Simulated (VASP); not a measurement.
# BaTiO3 (P1) in VASP: single point with PBE+U

Aim: the single point of BaTiO3 with PBE+U.

Everything below comes from runs of VASP 6.6.1. Logs are shortened: lines on timing, memory, paths and dates and some standing lists are left out, and cuts for length are marked.

### 1 The cell of the first run

The typed cell holds 10 atoms: a = 4.051 Å, b = 4.051 Å, c = 8.103 Å, α = 89.83°, β = 89.83°, γ = 89.83°.

### 2 Single point, PBE+U (atoms displaced along a vibrational mode)

File INCAR:

```
SYSTEM = BaTiO3
  PREC = Accurate
  ENCUT = 520
  EDIFF = 1E-7
  ISMEAR = 0
  SIGMA = 0.05
  LREAL = .FALSE.
  LASPH = .TRUE.
  NELM = 150
  ALGO = Normal
  ISIF = 2
  LWAVE = .FALSE.
  LCHARG = .FALSE.
  LMAXMIX = 4
  LDAU = .TRUE.
  LDAUTYPE = 2
  LDAUL = -1 2 -1
  LDAUU = 0 4 0
  LDAUJ = 0 0 0
  LDAUPRINT = 1
  GGA = PE
  NBANDS = 51
```

File KPOINTS:

```
regular mesh
0
G
  6 6 4
  0 0 0
```

File POSCAR:

```
BaTiO3
1.0
    2.8603720851      1.6514365933      2.3460535783
   -2.8603720851      1.6514365933      2.3460535783
    0.0000000000     -6.6057463733      4.6921071566
Ba Ti O
2 2 6
Direct
    0.0028554935      0.0028963210      0.0011439187
    0.0028554935      0.0028963210      0.5011439187
    0.5115588318      0.5112683341      0.2577959512
    0.5115588318      0.5112683341      0.7577959512
    0.4982593579      0.5003860362      0.5086252182
    0.4982593579      0.5003860362      1.0086252182
    0.5001125501      0.9634425865      0.2352757976
    0.5001125501      0.9634425865      0.7352757976
    0.9670538131      0.5021157891      0.2352148544
    0.9670538131      0.5021157891      0.7352148544
```

Potentials or basis: VASP PAW PBE potentials, release 64 (Ba_sv, Ti_sv, O).

On the command line:

```sh
> cat potpaw_PBE.64/Ba_sv/POTCAR potpaw_PBE.64/Ti_sv/POTCAR potpaw_PBE.64/O/POTCAR > POTCAR
> mpirun -np 1 vasp_std > vasp.out
```

OUTCAR:

```text
SYSTEM = BaTiO3
   PREC = Accurate
   ENCUT = 520
   EDIFF = 1E-7
   ISMEAR = 0
   LREAL = .FALSE.
   LASPH = .TRUE.
   NELM = 150
   ISIF = 2
   GGA = PE

 ion  position               nearest neighbor table
   1  0.003  0.003  0.001-   7 2.78   9 2.78   9 2.78   7 2.78   6 2.85   6 2.86   6 2.87   6 2.89
                             8 2.95  10 2.95  10 2.97   8 2.97   4 3.45   4 3.47   4 3.48   3 3.50
   2  0.003  0.003  0.501-   8 2.78  10 2.78  10 2.78   8 2.78   5 2.85   5 2.86   5 2.87   5 2.89
                             7 2.95   9 2.95   9 2.97   7 2.97   3 3.45   3 3.47   3 3.48   4 3.50
   3  0.512  0.511  0.258-   7 1.84   9 1.85   6 2.02   5 2.03   9 2.21   7 2.23   2 3.45   2 3.47
                             2 3.48   1 3.50   2 3.51   1 3.54   1 3.54   1 3.59
   4  0.512  0.511  0.758-   8 1.84  10 1.85   5 2.02   6 2.03  10 2.21   8 2.23   1 3.45   1 3.47
                             1 3.48   2 3.50   1 3.51   2 3.54   2 3.54   2 3.59
   5  0.498  0.500  0.509-   4 2.02   3 2.03   2 2.85   2 2.86   2 2.87   2 2.89
   6  0.498  0.500  0.009-   3 2.02   4 2.03   1 2.85   1 2.86   1 2.87   1 2.89
   7  0.500  0.963  0.235-   3 1.84   3 2.23   1 2.78   1 2.78   2 2.95   2 2.97
   8  0.500  0.963  0.735-   4 1.84   4 2.23   2 2.78   2 2.78   1 2.95   1 2.97
   9  0.967  0.502  0.235-   3 1.85   3 2.21   1 2.78   1 2.78   2 2.95   2 2.97
  10  0.967  0.502  0.735-   4 1.85   4 2.21   2 2.78   2 2.78   1 2.95   1 2.97

  LATTYP: Found a base centered monoclinic cell.
 ALAT       =     5.7380171537
 B/A-ratio  =     0.9969897296
 C/A-ratio  =     1.4120865841
 COS(beta)  =    -0.0042571605

  Lattice vectors:

 A1 = (  -2.8603720851,  -1.6514365933,  -2.3460535783)
 A2 = (   2.8603720851,  -1.6514365933,  -2.3460535783)
 A3 = (   0.0000000000,  -6.6057463733,   4.6921071566)

Analysis of symmetry for initial positions (statically):
=====================================================================
 Subroutine PRICEL returns following result:

  LATTYP: Found a trigonal (rhomboedric) cell.
 ALAT       =     4.0512885208
 COS(alpha) =     0.0030148013

  Lattice vectors:

 A1 = (   2.8603720851,   1.6514365933,   2.3460535783)
 A2 = (  -2.8603720851,   1.6514365933,   2.3460535783)
 A3 = (   0.0000000000,  -3.3028731866,   2.3460535783)

   2 primitive cells build up your supercell.

 Routine SETGRP: Setting up the symmetry group for a
 base centered monoclinic supercell.

 Subroutine GETGRP returns: Found  1 space group operations
 (whereof  1 operations were pure point group operations)
 out of a pool of  4 trial point group operations.

The static configuration has the point symmetry C_1 .

Analysis of symmetry for dynamics (positions and initial velocities):
=====================================================================
 Subroutine PRICEL returns following result:

  LATTYP: Found a trigonal (rhomboedric) cell.
 ALAT       =     4.0512885208
 COS(alpha) =     0.0030148013

  Lattice vectors:

 A1 = (   2.8603720851,   1.6514365933,   2.3460535783)
 A2 = (  -2.8603720851,   1.6514365933,   2.3460535783)
 A3 = (   0.0000000000,  -3.3028731866,   2.3460535783)

   2 primitive cells build up your supercell.

 Routine SETGRP: Setting up the symmetry group for a
 base centered monoclinic supercell.

 Subroutine GETGRP returns: Found  1 space group operations
 (whereof  1 operations were pure point group operations)
[... 152 lines left out ...]
 onsite density matrix

spin component  1

  0.1727 -0.0010  0.0010  0.0755 -0.0005
 -0.0010  0.1934 -0.0067 -0.0008  0.0569
  0.0010 -0.0067  0.1099  0.0004 -0.0083
  0.0755 -0.0008  0.0004  0.1955 -0.0009
 -0.0005  0.0569 -0.0083 -0.0009  0.1552

spin component  2

  0.1727 -0.0010  0.0010  0.0755 -0.0005
 -0.0010  0.1934 -0.0067 -0.0008  0.0569
  0.0010 -0.0067  0.1099  0.0004 -0.0083
  0.0755 -0.0008  0.0004  0.1955 -0.0009
 -0.0005  0.0569 -0.0083 -0.0009  0.1552

 occupancies and eigenvectors

  o =  0.1072  v =  0.5417  0.1242 -0.6402 -0.4620 -0.2605  0.0000  0.0000  0.0000  0.0000  0.0000      0.0000  0.0000  0.0000  0.0000  0.0000  0.0000  0.0000  0.0000  0.0000  0.0000
  o =  0.1072  v =  0.0000  0.0000  0.0000  0.0000  0.0000  0.5417  0.1242 -0.6402 -0.4620 -0.2605      0.0000  0.0000  0.0000  0.0000  0.0000  0.0000  0.0000  0.0000  0.0000  0.0000
  o =  0.1083  v =  0.5301 -0.1158  0.6550 -0.4604  0.2540  0.0000  0.0000  0.0000  0.0000  0.0000      0.0000  0.0000  0.0000  0.0000  0.0000  0.0000  0.0000  0.0000  0.0000  0.0000
  o =  0.1083  v =  0.0000  0.0000  0.0000  0.0000  0.0000  0.5301 -0.1158  0.6550 -0.4604  0.2540      0.0000  0.0000  0.0000  0.0000  0.0000  0.0000  0.0000  0.0000  0.0000  0.0000
  o =  0.1156  v =  0.0100 -0.5643 -0.3929 -0.0050  0.7260  0.0000  0.0000  0.0000  0.0000  0.0000      0.0000  0.0000  0.0000  0.0000  0.0000  0.0000  0.0000  0.0000  0.0000  0.0000
  o =  0.1156  v =  0.0000  0.0000  0.0000  0.0000  0.0000  0.0100 -0.5643 -0.3929 -0.0050  0.7260      0.0000  0.0000  0.0000  0.0000  0.0000  0.0000  0.0000  0.0000  0.0000  0.0000
  o =  0.2350  v =  0.0000  0.0000  0.0000  0.0000  0.0000  0.0411  0.8063 -0.0816  0.0497  0.5823      0.0000  0.0000  0.0000  0.0000  0.0000  0.0000  0.0000  0.0000  0.0000  0.0000
  o =  0.2350  v =  0.0411  0.8063 -0.0816  0.0497  0.5823  0.0000  0.0000  0.0000  0.0000  0.0000      0.0000  0.0000  0.0000  0.0000  0.0000  0.0000  0.0000  0.0000  0.0000  0.0000
  o =  0.2606  v = -0.6509  0.0514 -0.0105 -0.7564  0.0380  0.0000  0.0000  0.0000  0.0000  0.0000      0.0000  0.0000  0.0000  0.0000  0.0000  0.0000  0.0000  0.0000  0.0000  0.0000
  o =  0.2606  v =  0.0000  0.0000  0.0000  0.0000  0.0000 -0.6509  0.0514 -0.0105 -0.7564  0.0380      0.0000  0.0000  0.0000  0.0000  0.0000  0.0000  0.0000  0.0000  0.0000  0.0000

atom =   4  type =  2  l = 2

 onsite density matrix

spin component  1

  0.1727 -0.0010  0.0010  0.0755 -0.0005
 -0.0010  0.1934 -0.0067 -0.0008  0.0569
  0.0010 -0.0067  0.1099  0.0004 -0.0083
  0.0755 -0.0008  0.0004  0.1955 -0.0009
 -0.0005  0.0569 -0.0083 -0.0009  0.1552

spin component  2

  0.1727 -0.0010  0.0010  0.0755 -0.0005
 -0.0010  0.1934 -0.0067 -0.0008  0.0569
  0.0010 -0.0067  0.1099  0.0004 -0.0083
  0.0755 -0.0008  0.0004  0.1955 -0.0009
 -0.0005  0.0569 -0.0083 -0.0009  0.1552

 occupancies and eigenvectors

  o =  0.1072  v =  0.5417  0.1242 -0.6402 -0.4620 -0.2605  0.0000  0.0000  0.0000  0.0000  0.0000      0.0000  0.0000  0.0000  0.0000  0.0000  0.0000  0.0000  0.0000  0.0000  0.0000
  o =  0.1072  v =  0.0000  0.0000  0.0000  0.0000  0.0000  0.5417  0.1242 -0.6402 -0.4620 -0.2605      0.0000  0.0000  0.0000  0.0000  0.0000  0.0000  0.0000  0.0000  0.0000  0.0000
  o =  0.1083  v =  0.5301 -0.1158  0.6550 -0.4604  0.2540  0.0000  0.0000  0.0000  0.0000  0.0000      0.0000  0.0000  0.0000  0.0000  0.0000  0.0000  0.0000  0.0000  0.0000  0.0000
  o =  0.1083  v =  0.0000  0.0000  0.0000  0.0000  0.0000  0.5301 -0.1158  0.6550 -0.4604  0.2540      0.0000  0.0000  0.0000  0.0000  0.0000  0.0000  0.0000  0.0000  0.0000  0.0000
  o =  0.1156  v =  0.0100 -0.5643 -0.3929 -0.0050  0.7260  0.0000  0.0000  0.0000  0.0000  0.0000      0.0000  0.0000  0.0000  0.0000  0.0000  0.0000  0.0000  0.0000  0.0000  0.0000
  o =  0.1156  v =  0.0000  0.0000  0.0000  0.0000  0.0000  0.0100 -0.5643 -0.3929 -0.0050  0.7260      0.0000  0.0000  0.0000  0.0000  0.0000  0.0000  0.0000  0.0000  0.0000  0.0000
  o =  0.2350  v =  0.0000  0.0000  0.0000  0.0000  0.0000  0.0411  0.8063 -0.0816  0.0497  0.5823      0.0000  0.0000  0.0000  0.0000  0.0000  0.0000  0.0000  0.0000  0.0000  0.0000
  o =  0.2350  v =  0.0411  0.8063 -0.0816  0.0497  0.5823  0.0000  0.0000  0.0000  0.0000  0.0000      0.0000  0.0000  0.0000  0.0000  0.0000  0.0000  0.0000  0.0000  0.0000  0.0000
  o =  0.2606  v = -0.6509  0.0514 -0.0105 -0.7564  0.0380  0.0000  0.0000  0.0000  0.0000  0.0000      0.0000  0.0000  0.0000  0.0000  0.0000  0.0000  0.0000  0.0000  0.0000  0.0000
  o =  0.2606  v =  0.0000  0.0000  0.0000  0.0000  0.0000 -0.6509  0.0514 -0.0105 -0.7564  0.0380      0.0000  0.0000  0.0000  0.0000  0.0000  0.0000  0.0000  0.0000  0.0000  0.0000

 number of electron      79.9999966 magnetization

 Free energy of the ion-electron system (eV)
  ---------------------------------------------------
  ext. energy  EPLUGINS =         0.00000000
  ---------------------------------------------------
  free energy    TOTEN  =       -73.92374578 eV

  energy without entropy =      -73.92374578  energy(sigma->0) =      -73.92374578

 E-fermi :   4.1095     XC(G=0): -11.0532

 val. band max:        3.7583829328   @ k =   0.5000   0.5000  -0.0000
 cond. band min:       6.3864915058   @ k =  -0.0000  -0.0000   0.2500
 fundamental gap:      2.6281085731
 Fermi energy:         4.1095374930

 k-point     1 :       0.0000    0.0000    0.0000
  band No.  band energies     occupation
      1     -53.8351      2.00000
      2     -53.8342      2.00000
      3     -30.0652      2.00000
      4     -30.0640      2.00000
      5     -30.0441      2.00000
      6     -30.0426      2.00000
[... 1285 lines left out ...]
     50      10.2649      0.00000
     51      10.5796      0.00000

 [... further k-points ...]

------------------------ aborting loop because EDIFF is reached ----------------------------------------

  FORCE on cell =-STRESS in cart. coord.  units (eV):
  Direction    XX          YY          ZZ          XY          YZ          ZX
  --------------------------------------------------------------------------------------
  -------------------------------------------------------------------------------------
  Total        6.8122714      2.1962855      4.6280822     -0.1316155      1.5184425     -0.2174662
  in kB       82.0727375     26.4603610     55.7581095     -1.5856742     18.2938587     -2.6199851
  external PRESSURE =      54.7637360 kB  Pullay stress =       0.0000000 kB

 VOLUME and BASIS-vectors are now :
 -----------------------------------------------------------------------------
  energy-cutoff  :      520.00
  volume of cell :      132.99
      direct lattice vectors                 reciprocal lattice vectors
     2.860372085  1.651436593  2.346053578     0.174802433  0.100922232  0.142082575
    -2.860372085  1.651436593  2.346053578    -0.174802433  0.100922232  0.142082575
     0.000000000 -6.605746373  4.692107157     0.000000000 -0.100922232  0.071041287

 POSITION                                       TOTAL-FORCE (eV/Angst)
 -----------------------------------------------------------------------------------
     -0.00012      0.00194      0.01886         0.005896     -0.118484     -0.028450
     -0.00012     -3.30093      2.36492         0.005896     -0.118484     -0.028450
      0.00083     -0.01380      3.60921         0.032425     -0.048568     -0.772447
      0.00083     -3.31667      5.95527         0.032425     -0.048568     -0.772447
     -0.00608     -1.71065      4.72940         0.078633      0.928979     -1.530458
     -0.00608      1.59222      2.38335         0.078633      0.928979     -1.530458
     -1.32530      0.86280      4.53752        -1.568824     -0.304665      1.264075
     -1.32530     -2.44008      6.88357        -1.568824     -0.304665      1.264075
      1.32990      0.87247      4.55040         1.451869     -0.457263      1.067280
      1.32990     -2.43040      6.89646         1.451869     -0.457263      1.067280
 -----------------------------------------------------------------------------------
    total drift:                                0.000286     -0.001115      0.000564

  FREE ENERGIE OF THE ION-ELECTRON SYSTEM (eV)
  ---------------------------------------------------
  free  energy   TOTEN  =       -73.9237457810 eV

  energy  without entropy=      -73.9237457810  energy(sigma->0) =      -73.92374578
```

It took 9.2 min on 1 thread of Oxide Virtual Turin-like, shared host; peak memory 0.48 GiB.

What came out:

```yaml
Free_energy: -73.9237 eV
Pressure: 5.5 GPa
Largest_force: 2.038 eV/Å
Band_gap_on_the_k_mesh: 2.63 eV
```

Forces on the atoms (eV/Å):
```
Ba   0.006 -0.118 -0.028
Ba   0.006 -0.118 -0.028
Ti   0.032 -0.049 -0.772
Ti   0.032 -0.049 -0.772
O    0.079  0.929 -1.530
O    0.079  0.929 -1.530
O   -1.569 -0.305  1.264
O   -1.569 -0.305  1.264
O    1.452 -0.457  1.067
O    1.452 -0.457  1.067
```

Stress tensor (GPa, compression positive):
```
 8.21 -0.16 -0.26
-0.16  2.65  1.83
-0.26  1.83  5.58
```

Levels at points of the mesh, in eV from the valence-band top:
```csv
k point,band 37,band 38,band 39,band 40,band 41,band 42,band 43,band 44
"(0.00, 0.00, 0.00)",-0.87,-0.51,-0.47,-0.44,2.64,2.66,2.72,2.73
"(0.50, 0.00, 0.00)",-0.95,-0.95,-0.91,-0.08,2.79,3.87,3.95,4.02
"(0.00, 0.50, 0.00)",-0.95,-0.93,-0.90,-0.09,2.79,3.87,3.97,4.03
"(0.50, 0.50, 0.00)",-0.24,-0.17,-0.03,0.00,3.92,3.95,4.39,4.46
"(0.00, 0.00, 0.50)",-0.65,-0.65,-0.64,-0.64,2.67,2.67,3.31,3.31
"(0.50, 0.00, 0.50)",-1.04,-1.04,-0.50,-0.50,3.38,3.38,3.96,3.96
"(0.00, 0.50, 0.50)",-1.03,-1.03,-0.51,-0.51,3.38,3.38,3.96,3.96
"(0.50, 0.50, 0.50)",-0.49,-0.49,-0.20,-0.20,4.14,4.14,4.22,4.22
```

Eigenvalues of the final occupation matrices:
```
    site  spin  trace               eigenvalues
site 3 d     1   0.83  0.11 0.11 0.12 0.24 0.26
site 3 d     2   0.83  0.11 0.11 0.12 0.24 0.26
site 4 d     1   0.83  0.11 0.11 0.12 0.24 0.26
site 4 d     2   0.83  0.11 0.11 0.12 0.24 0.26
```

Caveat: the cell differs from its parent crystal (atoms displaced along a vibrational mode); the cell stands under pressure; spin-orbit coupling is left out, which moves the levels of the heavy elements; forces of over 1 eV/Å act on the atoms, so gaps and moduli don't describe the material at rest. A k mesh can miss the band edges.
